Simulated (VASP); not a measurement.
# Si4PI (P6/mmm) in VASP: further runs

The runs below take Si4PI through single point, relaxation of cell and atoms, with PBE.

All numbers are computed with VASP 6.6.1; they aren't measurements. Logs are shortened: lines on timing, memory, paths and dates and some standing lists are left out, and cuts for length are marked.

## (1) The cell of the first run

It takes space group P6/mmm (No. 191, hexagonal). Conventional cell: a = 4.347 Å, b = 4.347 Å, c = 8.767 Å, α = 90.00°, β = 90.00°, γ = 120.00°. Si (site symmetry 6mm) has 1 I at 2.14 Å and 1 P at 2.25 Å within 2.8 Å. Si (site symmetry -6m2) has 9 Si at 2.51 to 3.30 Å and 3 I at 2.51 Å within 3.3 Å. Within 3.0 Å of P (site symmetry 6/mmm) lie 2 Si at 2.25 Å. Within 2.8 Å of I (site symmetry 6/mmm) lie 8 Si at 2.14 to 2.51 Å.

The cell was built from a structure type or drawn by symmetry, and may not be a known phase.

## (2) Single point, PBE

INCAR reads:

```
  PREC = Accurate
  ENCUT = 520
  EDIFF = 1E-6
  ISMEAR = 0
  SIGMA = 0.1
  LREAL = False
  LASPH = True
  NELM = 80
  ALGO = Normal
  ISIF = 2
  LWAVE = False
  LCHARG = True
  GGA = PE
  LELF = True
  LVHAR = True
  NBANDS = 23
```

KPOINTS reads:

```
regular mesh
0
Gamma
  6 6 2
```

POSCAR reads:

```
Si4PI
1.0
    4.3467526900      0.0000000000      0.0000000000
   -2.1733763400      3.7643982500      0.0000000000
    0.0000000000      0.0000000000      8.7673771000
Si P I
4 1 1
Direct
    0.0000000000      0.0000000000      0.2439245000
    0.0000000000      0.0000000000      0.7560755000
    0.3333333300      0.6666666700      0.0000000000
    0.6666666700      0.3333333300      0.0000000000
    0.0000000000      0.0000000000      0.5000000000
    0.0000000000      0.0000000000      0.0000000000
```

Potentials or basis: VASP PAW PBE potentials, release 64 (Si, P, I).

Command:

```sh
> cat potpaw_PBE.64/Si/POTCAR potpaw_PBE.64/P/POTCAR potpaw_PBE.64/I/POTCAR > POTCAR
> mpirun -np 1 vasp_std > vasp.out
```

OUTCAR:

```text
PREC = Accurate
   ENCUT = 520
   EDIFF = 1E-6
   ISMEAR = 0
   LREAL = False
   LASPH = True
   NELM = 80
   ISIF = 2
   GGA = PE

 ion  position               nearest neighbor table
   1  0.000  0.000  0.244-   6 2.14   5 2.25
   2  0.000  0.000  0.756-   6 2.14   5 2.25
   3  0.333  0.667  0.000-   4 2.51   6 2.51   4 2.51   6 2.51   6 2.51   4 2.51
   4  0.667  0.333  0.000-   3 2.51   6 2.51   3 2.51   6 2.51   6 2.51   3 2.51
   5  0.000  0.000  0.500-   1 2.25   2 2.25
   6  0.000  0.000  0.000-   1 2.14   2 2.14   3 2.51   4 2.51   3 2.51   4 2.51   4 2.51   3 2.51

  LATTYP: Found a hexagonal cell.
 ALAT       =     4.3467526900
 C/A-ratio  =     2.0169946913

  Lattice vectors:

 A1 = (   4.3467526900,   0.0000000000,   0.0000000000)
 A2 = (  -2.1733763400,   3.7643982500,   0.0000000000)
 A3 = (   0.0000000000,   0.0000000000,   8.7673771000)

Analysis of symmetry for initial positions (statically):
=====================================================================
 Subroutine PRICEL returns:
 Original cell was already a primitive cell.

 Routine SETGRP: Setting up the symmetry group for a
 hexagonal supercell.

 Subroutine GETGRP returns: Found 24 space group operations
 (whereof 24 operations were pure point group operations)
 out of a pool of 24 trial point group operations.

The static configuration has the point symmetry D_6h.

Analysis of symmetry for dynamics (positions and initial velocities):
=====================================================================
 Subroutine PRICEL returns:
 Original cell was already a primitive cell.

 Routine SETGRP: Setting up the symmetry group for a
 hexagonal supercell.

 Subroutine GETGRP returns: Found 24 space group operations
 (whereof 24 operations were pure point group operations)
 out of a pool of 24 trial point group operations.

The dynamic configuration has the point symmetry D_6h.

 Subroutine INISYM returns: Found 24 space group operations
 (whereof 24 operations are pure point group operations),
 and found     1 'primitive' translations

----------------------------------------------------------------------------------------

                                     Primitive cell

  volume of cell :     143.4598

  direct lattice vectors                    reciprocal lattice vectors
     4.346752690  0.000000000  0.000000000     0.230056797  0.132823353  0.000000000
    -2.173376340  3.764398250  0.000000000     0.000000000  0.265646707  0.000000000
     0.000000000  0.000000000  8.767377100     0.000000000  0.000000000  0.114059198

  length of vectors
     4.346752690  4.346752684  8.767377100     0.265646707  0.265646707  0.114059198

  position of ions in fractional coordinates (direct lattice)
     0.000000000  0.000000000  0.243924500
     0.000000000  0.000000000  0.756075500
     0.333333330  0.666666670  0.000000000
     0.666666670  0.333333330  0.000000000
     0.000000000  0.000000000  0.500000000
     0.000000000  0.000000000  0.000000000

  ion indices of the primitive-cell ions
   primitive index   ion index
                 1           1
                 2           2
                 3           3
                 4           4
                 5           5
                 6           6

----------------------------------------------------------------------------------------

 KPOINTS: regular mesh

Automatic generation of k-mesh.
 Grid dimensions read from file:
 generate k-points for:    6    6    2

 Generating k-lattice:

  Cartesian coordinates                     Fractional coordinates (reciprocal lattice)
     0.038342799  0.022137226  0.000000000     0.166666667 -0.000000000  0.000000000
     0.000000000  0.044274451  0.000000000     0.000000000  0.166666667  0.000000000
     0.000000000  0.000000000  0.057029599     0.000000000  0.000000000  0.500000000

  Length of vectors
     0.044274451  0.044274451  0.057029599

  Shift w.r.t. Gamma in fractional coordinates (k-lattice)
     0.000000000  0.000000000  0.000000000

 Subroutine IBZKPT returns following result:
 ===========================================

 Found     14 irreducible k-points:

 Following reciprocal coordinates:
            Coordinates               Weight
  0.000000  0.000000  0.000000      1.000000
  0.166667  0.000000  0.000000      6.000000
  0.333333  0.000000  0.000000      6.000000
  0.500000  0.000000  0.000000      3.000000
  0.166667  0.166667  0.000000      6.000000
  0.333333  0.166667  0.000000     12.000000
  0.333333  0.333333  0.000000      2.000000
  0.000000  0.000000  0.500000      1.000000
  0.166667  0.000000  0.500000      6.000000
  0.333333  0.000000  0.500000      6.000000
  0.500000  0.000000  0.500000      3.000000
  0.166667  0.166667  0.500000      6.000000
  0.333333  0.166667  0.500000     12.000000
  0.333333  0.333333  0.500000      2.000000
   k-points           NKPTS =     14   k-points in BZ     NKDIM =     14   number of bands    NBANDS=     23
   number of dos      NEDOS =    301   number of ions     NIONS =      6
   total plane-waves  NPLWV =  71680
   dimension x,y,z NGX =    32 NGY =   32 NGZ =   70
   dimension x,y,z NGXF=    64 NGYF=   64 NGZF=  140
   ions per type =               4   1   1
   NGX,Y,Z   is equivalent  to a cutoff of  12.24, 12.24, 13.27 a.u.
   NGXF,Y,Z  is equivalent  to a cutoff of  24.48, 24.48, 26.55 a.u.
 SYSTEM =  unknown system
   PREC   = accura    normal or accurate (medium, high low for compatibility)
   ISTART =      0    job   : 0-new  1-cont  2-samecut
   ICHARG =      2    charge: 1-file 2-atom 10-const
   ISPIN  =      1    spin polarized calculation?
   LNONCOLLINEAR =      F non collinear calculations
   LSORBIT =      F    spin-orbit coupling
   LASPH  =      T    aspherical Exc in radial PAW
   ENCUT  =  520.0 eV  38.22 Ry    6.18 a.u.   8.08  8.08 16.30*2*pi/ulx,y,z
   NELM   =     80;   NELMIN=  2; NELMDL= -5     # of ELM steps
   EDIFF  = 0.1E-05   stopping-criterion for ELM
   LREAL  =      F    real-space projection
   EDIFFG = 0.1E-04   stopping-criterion for IOM
   NSW    =      0    number of steps for IOM
   IBRION =     -1    ionic relax: 0-MD 1-quasi-New 2-CG
   NFREE  =      0    steps in history (QN), initial steepest desc. (CG)
   ISIF   =      2    stress and relaxation
   ISYM   =      2    0-nonsym 1-usesym 2-fastsym
   POTIM  = 0.5000    time-step for ionic-motion
   TEBEG  =    0.0;   TEEND  =   0.0 temperature during run
   PSTRESS=    0.0 pullay stress
   NELECT =      28.0000    total number of electrons
   NUPDOWN=      -1.0000    fix difference up-down
   EMIN   =  10.00;   EMAX   =-10.00  energy-range for DOS
   EFERMI =   0.00;   METHOD = LEGACY
   ISMEAR =     0;   SIGMA  =   0.10  broadening in eV -4-tet -1-fermi 0-gaus
   EFERMI_NEDOS =   21; number of points for ismear=-14 and -15
   IALGO  =     38    algorithm
   IMIX   =      4    mixing-type and parameters
     AMIX     =   0.40;   BMIX     =  1.00
     AMIX_MAG =   1.60;   BMIX_MAG =  1.00
  volume/ion in A,a.u.               =      23.91       161.35
  Fermi-wavevector in a.u.,A,eV,Ry     =   0.949622  1.794525 12.269489  0.901782
  Thomas-Fermi vector in A             =   2.077922
   LORBIT       =      0    0 simple, 1 ext, 2 COOP (PROOUT), +10 PAW based schemes
   GGA     = PE    functional components
   LHFCALC =     F    Hartree Fock is set to
   AEXX    =    0.0000 exact exchange contribution
   IVDW    =     0    specifies the selected vdW correction
   LEPSILON=     F    determine dielectric tensor
   LRPA    =     F    only Hartree local field effects (RPA)
 non-spin polarized calculation
 Gauss-broadening in eV      SIGMA  =   0.10
  energy-cutoff  :      520.00
  volume of cell :      143.46
 maximum number of plane-waves:      3900
   NGX = 17   NGY = 17   NGZ = 33

 number of electron      27.9999998 magnetization

 Free energy of the ion-electron system (eV)
  ---------------------------------------------------
  ext. energy  EPLUGINS =         0.00000000
  ---------------------------------------------------
  free energy    TOTEN  =       -13.40633026 eV

  energy without entropy =      -13.38836070  energy(sigma->0) =      -13.39734548

 E-fermi :   4.8376     XC(G=0):  -8.8222

 val. band max:        4.8236681116   @ k =   0.0000   0.0000   0.0000
 cond. band min:       4.8924540637   @ k =   0.5000   0.0000   0.0000
 fundamental gap:      0.0687859521
 Fermi energy:         4.8375640562

 k-point     1 :       0.0000    0.0000    0.0000
  band No.  band energies     occupation
      1     -13.8861      2.00000
      2      -6.3202      2.00000
      3      -5.2578      2.00000
      4      -3.1296      2.00000
      5      -3.1296      2.00000
      6      -2.7151      2.00000
[... 15 lines left out ...]
     22       9.4994      0.00000
     23       9.4994      0.00000

 k-point     2 :       0.1667    0.0000    0.0000
  band No.  band energies     occupation
      1     -13.7296      2.00000
      2      -6.2151      2.00000
      3      -5.2635      2.00000
      4      -5.0802      2.00000
      5      -3.5371      2.00000
      6      -1.3914      2.00000
[... 15 lines left out ...]
     22      10.0354      0.00000
     23      10.5080      0.00000

 k-point     3 :       0.3333    0.0000    0.0000
  band No.  band energies     occupation
      1     -13.3643      2.00000
      2      -6.8801      2.00000
      3      -5.9842      2.00000
      4      -5.0499      2.00000
      5      -4.1084      2.00000
      6      -1.9938      2.00000
[... 15 lines left out ...]
     22      10.2339      0.00000
     23      10.3248      0.00000

 k-point     4 :       0.5000    0.0000    0.0000
  band No.  band energies     occupation
      1     -13.1438      2.00000
      2      -7.5681      2.00000
      3      -5.8557      2.00000
      4      -4.9801      2.00000
      5      -4.3316      2.00000
      6      -2.2959      2.00000
[... 15 lines left out ...]
     22       9.7718      0.00000
     23      10.1457      0.00000

 k-point     5 :       0.1667    0.1667    0.0000
  band No.  band energies     occupation
      1     -13.4649      2.00000
      2      -6.3338      2.00000
      3      -6.0453      2.00000
      4      -5.0814      2.00000
      5      -4.6217      2.00000
      6      -0.5212      2.00000
[... 15 lines left out ...]
     22       9.7035      0.00000
     23      10.4232      0.00000

 k-point     6 :       0.3333    0.1667    0.0000
  band No.  band energies     occupation
      1     -13.1506      2.00000
      2      -7.2288      2.00000
      3      -5.8579      2.00000
      4      -5.4660      2.00000
      5      -4.9781      2.00000
      6      -0.4764      2.00000
[... 15 lines left out ...]
     22       9.6441      0.00000
     23       9.8518      0.00000

 k-point     7 :       0.3333    0.3333    0.0000
  band No.  band energies     occupation
      1     -13.0370      2.00000
      2      -6.7660      2.00000
      3      -6.7660      2.00000
      4      -5.7928      2.00000
      5      -4.9431      2.00000
      6      -0.3722      2.00000
[... 93 lines left out ...]
     22      10.1861      0.00000
     23      10.8693      0.00000

 k-point    11 :       0.5000    0.0000    0.5000
  band No.  band energies     occupation
      1     -13.1432      2.00000
      2      -7.5680      2.00000
      3      -6.1053      2.00000
      4      -4.3854      2.00000
      5      -4.3313      2.00000
      6      -2.3567      2.00000
[... 15 lines left out ...]
     22      10.3523      0.00000
     23      10.8049      0.00000

 k-point    12 :       0.1667    0.1667    0.5000
  band No.  band energies     occupation
      1     -13.4644      2.00000
      2      -6.3317      2.00000
      3      -6.2788      2.00000
      4      -4.6215      2.00000
      5      -4.4976      2.00000
      6      -1.9163      2.00000
[... 15 lines left out ...]
     22      10.5269      0.00000
     23      11.7704      0.00000

 k-point    13 :       0.3333    0.1667    0.5000
  band No.  band energies     occupation
      1     -13.1500      2.00000
      2      -7.2285      2.00000
      3      -6.1072      2.00000
      4      -5.4651      2.00000
      5      -4.3863      2.00000
      6      -1.7398      2.00000
[... 15 lines left out ...]
     22      10.5253      0.00000
     23      10.9106      0.00000

 k-point    14 :       0.3333    0.3333    0.5000
  band No.  band energies     occupation
      1     -13.0364      2.00000
      2      -6.7659      2.00000
      3      -6.7659      2.00000
      4      -6.0480      2.00000
      5      -4.3478      2.00000
      6      -1.6619      2.00000
[... 15 lines left out ...]
     22      10.9027      0.00000
     23      11.4986      0.00000

------------------------ aborting loop because EDIFF is reached ----------------------------------------

  FORCE on cell =-STRESS in cart. coord.  units (eV):
  Direction    XX          YY          ZZ          XY          YZ          ZX
  --------------------------------------------------------------------------------------
  -------------------------------------------------------------------------------------
  Total       17.5242661     17.5242660     39.6600859      0.0000000      0.0000000      0.0000000
  in kB      195.7132549    195.7132545    442.9289348      0.0000003      0.0000000      0.0000000
  external PRESSURE =     278.1184814 kB  Pullay stress =       0.0000000 kB

 VOLUME and BASIS-vectors are now :
 -----------------------------------------------------------------------------
  energy-cutoff  :      520.00
  volume of cell :      143.46
      direct lattice vectors                 reciprocal lattice vectors
     4.346752690  0.000000000  0.000000000     0.230056797  0.132823353  0.000000000
    -2.173376340  3.764398250  0.000000000     0.000000000  0.265646707  0.000000000
     0.000000000  0.000000000  8.767377100     0.000000000  0.000000000  0.114059198

 POSITION                                       TOTAL-FORCE (eV/Angst)
 -----------------------------------------------------------------------------------
      0.00000      0.00000      2.13858         0.000000      0.000000      9.372901
      0.00000      0.00000      6.62880         0.000000     -0.000000     -9.372901
     -0.00000      2.50960      0.00000        -0.000000     -0.000000      0.000000
      2.17338      1.25480      0.00000         0.000000      0.000000     -0.000000
      0.00000      0.00000      4.38369         0.000000     -0.000000      0.000000
      0.00000      0.00000      0.00000         0.000000     -0.000000      0.000000
 -----------------------------------------------------------------------------------
    total drift:                                0.000000     -0.000000      0.000000

  FREE ENERGIE OF THE ION-ELECTRON SYSTEM (eV)
  ---------------------------------------------------
  free  energy   TOTEN  =       -13.4063302595 eV

  energy  without entropy=      -13.3883606998  energy(sigma->0) =      -13.39734548
```

Run time: 76 s. Hardware: 1 thread of Oxide Virtual Turin-like, shared host; peak memory 0.22 GiB.

Results:

```
Free energy            : -13.4063 eV
Pressure               : 27.8 GPa
Largest force          : 9.373 eV/Å
Band gap on the k mesh : zero (bands 14 and 15 overlap by 1.35 eV)
```

Forces on the atoms (eV/Å):
```
Si   0.000  0.000  9.373
Si   0.000  0.000 -9.373
Si   0.000  0.000  0.000
Si   0.000  0.000  0.000
P    0.000  0.000  0.000
I    0.000  0.000  0.000
```

Caveat: the cell stands under pressure; spin-orbit coupling is left out, which moves the levels of the heavy elements; forces of over 1 eV/Å act on the atoms, so gaps and moduli don't describe the material at rest.

## (3) Single point, PBE

This run uses another cell than the first one, of 34.87 Å³/atom.

INCAR reads:

```
SYSTEM = Si4PI
PREC = Accurate
ENCUT = 520
EDIFF = 1E-7
ISMEAR = 0
SIGMA = 0.1
LREAL = .FALSE.
LASPH = .TRUE.
NELM = 60
ALGO = Normal
ISIF = 2
LWAVE = .FALSE.
LCHARG = .FALSE.
GGA = PE
NBANDS = 23
```

KPOINTS reads:

```
Automatic mesh
0
G
  6 6 2
  0 0 0
```

POSCAR reads:

```
Si4PI
1.0
    4.9602705971     -0.0000000033      0.0000000000
   -2.4801352957      4.2957203484      0.0000000000
    0.0000000000      0.0000000000      9.8191771468
Si P I
4 1 1
Direct
    0.0000000000      0.0000000000      0.2830759557
    0.0000000000      0.0000000000      0.7169240443
    0.3333333333      0.6666666667      0.0000000000
    0.6666666667      0.3333333333      0.0000000000
    0.0000000000      0.0000000000      0.5000000000
    0.0000000000      0.0000000000      0.0000000000
```

Potentials or basis: VASP PAW PBE potentials, release 64 (Si, P, I).

Command:

```sh
> cat potpaw_PBE.64/Si/POTCAR potpaw_PBE.64/P/POTCAR potpaw_PBE.64/I/POTCAR > POTCAR
> mpirun -np 1 vasp_std > vasp.out
```

Run time: 2.2 min. Hardware: 1 thread of Oxide Virtual Turin-like, shared host; peak memory 0.34 GiB.

It converged, with:

```
Free energy            : -19.5112 eV
Pressure               : 0.3 GPa
Largest force          : 0.013 eV/Å
Band gap on the k mesh : zero (bands 14 and 15 overlap by 1.17 eV)
```

Forces in eV/Å, atoms in the order of the input:
```
Si   0.000  0.000  0.013
Si   0.000  0.000 -0.013
Si   0.000  0.000  0.000
Si   0.000  0.000  0.000
P    0.000  0.000  0.000
I    0.000  0.000  0.000
```

Stress tensor (GPa, compression positive):
```
0.38 0.00 0.00
0.00 0.38 0.00
0.00 0.00 0.07
```

Levels at points of the mesh, in eV from the Fermi level:
| k point | band 11 | band 12 | band 13 | band 14 | band 15 | band 16 | band 17 | band 18 |
| --- | --- | --- | --- | --- | --- | --- | --- | --- |
| (0.00, 0.00, 0.00) | -2.65 | -1.44 | -1.44 | -0.47 | 0.27 | 0.45 | 0.45 | 2.48 |
| (0.50, 0.00, 0.00) | -1.63 | -0.88 | 0.09 | 0.46 | 0.62 | 0.91 | 0.98 | 1.13 |
| (0.00, 0.00, 0.50) | -2.46 | -2.21 | -1.50 | -1.50 | -0.39 | 0.84 | 0.84 | 2.04 |
| (0.50, 0.00, 0.50) | -1.70 | -1.16 | -0.90 | -0.34 | 0.55 | 0.59 | 0.96 | 1.17 |

Caveat: spin-orbit coupling is left out, which moves the levels of the heavy elements.

[end of part 1 of 2]
